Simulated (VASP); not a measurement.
# TeO4 (P6/mmm) in VASP: notebook, part 3 of 3

VASP 6.6.1.

## Step 4: Single point, PBE

This run uses another cell than the first one, of 13.68 Å³/atom.

The input, INCAR:

```
PREC     = Accurate       # precision mode
ENCUT    = 600            # plane-wave cutoff, eV
EDIFF    = 1E-6           # SCF threshold, eV
ISMEAR   = 0              # smearing method
SIGMA    = 0.2            # smearing width, eV
LREAL    = False          # projectors in reciprocal space
LASPH    = True           # aspherical terms in the spheres
NELM     = 120            # most SCF steps
ALGO     = Normal         # electronic algorithm
ISIF     = 2              # what is computed and relaxed
LWAVE    = False          # write WAVECAR
LCHARG   = False          # write CHGCAR
GGA      = PE             # functional
NBANDS   = 23             # bands
GGA_COMPAT= False
```

The input, KPOINTS:

```
regular mesh
0
Gamma
  4 4 4
```

The input, POSCAR:

```
TeO4
1.0
    4.4440817823      0.0000000030      0.0000000000
   -2.2220408938      3.8486877185      0.0000000000
    0.0000000000      0.0000000000      3.9985492313
Te O
1 4
Direct
    0.0000000000      0.0000000000      0.5000000000
    0.5000000000      0.0000000000      0.0000000000
    0.0000000000      0.5000000000      0.0000000000
    0.5000000000      0.5000000000      0.0000000000
    0.0000000000      0.0000000000      0.0000000000
```

Potentials or basis: VASP PAW PBE potentials, release 64 (Te, O).

The run is started by

```sh
$ cat potpaw_PBE.64/Te/POTCAR potpaw_PBE.64/O/POTCAR > POTCAR
$ mpirun -np 1 vasp_std > vasp.out
```

OUTCAR:

```text
PREC = Accurate
   ENCUT = 600
   EDIFF = 1E-6
   ISMEAR = 0
   LREAL = False
   LASPH = True
   NELM = 120
   ISIF = 2
   GGA = PE

 ion  position               nearest neighbor table
   1  0.000  0.000  0.500-   5 2.00   5 2.00
   2  0.500  0.000  0.000-
   3  0.000  0.500  0.000-
   4  0.500  0.500  0.000-
   5  0.000  0.000  0.000-   1 2.00   1 2.00

  LATTYP: Found a hexagonal cell.
 ALAT       =     4.4440817823
 C/A-ratio  =     0.8997469955

  Lattice vectors:

 A1 = (   4.4440817823,   0.0000000030,   0.0000000000)
 A2 = (  -2.2220408938,   3.8486877185,   0.0000000000)
 A3 = (   0.0000000000,   0.0000000000,   3.9985492313)

Analysis of symmetry for initial positions (statically):
=====================================================================
 Subroutine PRICEL returns:
 Original cell was already a primitive cell.

 Routine SETGRP: Setting up the symmetry group for a
 hexagonal supercell.

 Subroutine GETGRP returns: Found 24 space group operations
 (whereof 24 operations were pure point group operations)
 out of a pool of 24 trial point group operations.

The static configuration has the point symmetry D_6h.

Analysis of symmetry for dynamics (positions and initial velocities):
=====================================================================
 Subroutine PRICEL returns:
 Original cell was already a primitive cell.

 Routine SETGRP: Setting up the symmetry group for a
 hexagonal supercell.

 Subroutine GETGRP returns: Found 24 space group operations
 (whereof 24 operations were pure point group operations)
 out of a pool of 24 trial point group operations.

The dynamic configuration has the point symmetry D_6h.

[... 105 lines left out ...]
   EFERMI =   0.00;   METHOD = LEGACY
   ISMEAR =     0;   SIGMA  =   0.20  broadening in eV -4-tet -1-fermi 0-gaus
   EFERMI_NEDOS =   21; number of points for ismear=-14 and -15
   IALGO  =     38    algorithm
   IMIX   =      4    mixing-type and parameters
     AMIX     =   0.40;   BMIX     =  1.00
     AMIX_MAG =   1.60;   BMIX_MAG =  1.00
  volume/ion in A,a.u.               =      13.68        92.30
  Fermi-wavevector in a.u.,A,eV,Ry     =   1.243893  2.350616 21.051868  1.547269
  Thomas-Fermi vector in A             =   2.378183
   LORBIT       =      0    0 simple, 1 ext, 2 COOP (PROOUT), +10 PAW based schemes
   GGA     = PE    functional components
   LHFCALC =     F    Hartree Fock is set to
   AEXX    =    0.0000 exact exchange contribution
   IVDW    =     0    specifies the selected vdW correction
   LEPSILON=     F    determine dielectric tensor
   LRPA    =     F    only Hartree local field effects (RPA)
 non-spin polarized calculation
 Gauss-broadening in eV      SIGMA  =   0.20
  energy-cutoff  :      600.00
  volume of cell :       68.39
 maximum number of plane-waves:      2298
 NGX is ok and might be reduce to    36
   NGX = 17   NGY = 17   NGZ = 15

 number of electron      29.9999990 magnetization

 Free energy of the ion-electron system (eV)
  ---------------------------------------------------
  ext. energy  EPLUGINS =         0.00000000
  ---------------------------------------------------
  free energy    TOTEN  =       -15.74299662 eV

  energy without entropy =      -15.63138898  energy(sigma->0) =      -15.68719280

 E-fermi :   3.5474     XC(G=0): -10.1056

 val. band max:        3.5460700881   @ k =   0.2500   0.2500   0.5000
 cond. band min:       3.5636688979   @ k =   0.2500  -0.0000   0.0000
 fundamental gap:      0.0175988097
 Fermi energy:         3.5474490860

 k-point     1 :       0.0000    0.0000    0.0000
  band No.  band energies     occupation
      1     -17.0508      2.00000
      2     -13.6978      2.00000
      3     -12.2972      2.00000
      4     -12.2972      2.00000
      5      -5.7342      2.00000
      6      -4.8472      2.00000
[... 301 lines left out ...]
     22      13.4592      0.00000
     23      15.8844      0.00000

------------------------ aborting loop because EDIFF is reached ----------------------------------------

  FORCE on cell =-STRESS in cart. coord.  units (eV):
  Direction    XX          YY          ZZ          XY          YZ          ZX
  --------------------------------------------------------------------------------------
  -------------------------------------------------------------------------------------
  Total        0.0976028      0.0976028     -0.4013863     -0.0000000     -0.0000000      0.0000000
  in kB        2.2865246      2.2865246     -9.4032066     -0.0000000     -0.0000000      0.0000000
  external PRESSURE =      -1.6100525 kB  Pullay stress =       0.0000000 kB

 VOLUME and BASIS-vectors are now :
 -----------------------------------------------------------------------------
  energy-cutoff  :      600.00
  volume of cell :       68.39
      direct lattice vectors                 reciprocal lattice vectors
     4.444081782  0.000000003  0.000000000     0.225018361  0.129914412  0.000000000
    -2.222040894  3.848687718  0.000000000    -0.000000000  0.259828823  0.000000000
     0.000000000  0.000000000  3.998549231     0.000000000  0.000000000  0.250090706

 POSITION                                       TOTAL-FORCE (eV/Angst)
 -----------------------------------------------------------------------------------
      0.00000      0.00000      1.99927        -0.000000      0.000000      0.000000
      2.22204      0.00000      0.00000         0.000000      0.000000      0.000000
     -1.11102      1.92434      0.00000        -0.000000      0.000000      0.000000
      1.11102      1.92434      0.00000         0.000000      0.000000      0.000000
      0.00000      0.00000      0.00000        -0.000000      0.000000      0.000000
 -----------------------------------------------------------------------------------
    total drift:                                0.000000      0.000000     -0.000000

  FREE ENERGIE OF THE ION-ELECTRON SYSTEM (eV)
  ---------------------------------------------------
  free  energy   TOTEN  =       -15.7429966224 eV

  energy  without entropy=      -15.6313889768  energy(sigma->0) =      -15.68719280
```

OSZICAR:

```text
N       E                     dE             d eps       ncg     rms          rms(c)
DAV:   1     0.163422481832E+03    0.16342E+03   -0.16299E+04   552   0.134E+03
DAV:   2    -0.100961520566E+02   -0.17352E+03   -0.16077E+03   695   0.255E+02
DAV:   3    -0.202867760877E+02   -0.10191E+02   -0.99281E+01   643   0.638E+01
DAV:   4    -0.203831777460E+02   -0.96402E-01   -0.96347E-01   653   0.679E+00
DAV:   5    -0.203843982063E+02   -0.12205E-02   -0.12204E-02   664   0.711E-01    0.184E+01
DAV:   6    -0.168679732142E+02    0.35164E+01   -0.10143E+01   559   0.225E+01    0.117E+01
DAV:   7    -0.160116924484E+02    0.85628E+00   -0.68682E+00   552   0.124E+01    0.131E+01
DAV:   8    -0.158104143817E+02    0.20128E+00   -0.30107E-01   552   0.316E+00    0.863E+00
DAV:   9    -0.157717534732E+02    0.38661E-01   -0.35329E-01   567   0.216E+00    0.299E+00
DAV:  10    -0.157477847367E+02    0.23969E-01   -0.13227E-01   568   0.171E+00    0.333E+00
DAV:  11    -0.157474673450E+02    0.31739E-03   -0.48739E-03   636   0.441E-01    0.255E+00
DAV:  12    -0.157447238803E+02    0.27435E-02   -0.24569E-02   580   0.730E-01    0.167E+00
DAV:  13    -0.157430860999E+02    0.16378E-02   -0.37555E-03   552   0.302E-01    0.578E-01
DAV:  14    -0.157431804960E+02   -0.94396E-04   -0.22348E-04   636   0.838E-02    0.508E-01
DAV:  15    -0.157430110073E+02    0.16949E-03   -0.23256E-04   594   0.755E-02    0.176E-01
DAV:  16    -0.157429947583E+02    0.16249E-04   -0.56323E-05   636   0.373E-02    0.100E-02
DAV:  17    -0.157429964762E+02   -0.17179E-05   -0.20997E-06   542   0.791E-03    0.615E-03
DAV:  18    -0.157429966224E+02   -0.14620E-06   -0.36533E-07   430   0.420E-03
   1 F= -.15742997E+02 E0= -.15687193E+02  d E =-.111608E+00
```

Run time: 34 s. Hardware: 1 thread of Intel Xeon 8259CL, shared host; peak memory 0.2 GiB.

Results:

```yaml
Free_energy: -15.7430 eV
Pressure: -0.2 GPa
Band_gap_on_the_k_mesh: zero (bands 15 and 16 overlap by 0.81 eV)
```

Caveat: the k points lie up to 0.41 Å⁻¹ apart, too coarse for converged energies and pressures of a metal; spin-orbit coupling is left out, which moves the levels of the heavy elements.

## Step 5: The runs side by side

```csv
cell,k mesh,gap on the mesh (eV),pressure (GPa)
"a = 4.418, b = 4.418, c = 4.025 Å, angles 90.0, 90.0, 120.0°, 5 atoms, atomic positions A",5 × 5 × 3,none,-0.3
"a = 4.324, b = 4.324, c = 3.884 Å, angles 90.0, 90.0, 120.0°, 5 atoms, atomic positions B",4 × 4 × 4,none,-0.9
"a = 4.444, b = 4.444, c = 3.999 Å, angles 90.0, 90.0, 120.0°, 5 atoms, atomic positions A",4 × 4 × 4,none,-0.2
```

Alike in all rows: task single point; level PBE; potentials or basis VASP PAW PBE potentials, release 64 (Te, O); no spin polarisation; cutoff (eV) 600; smearing gaussian 0.2 eV.

Caveats: all runs use coarse meshes; spin-orbit coupling is left out, which moves the levels of the heavy elements.

Total energies depend on the potentials used, so only differences within one code and one set of settings carry meaning.

The gap in the log of VASP goes by the Fermi energy; the results here count the filled bands.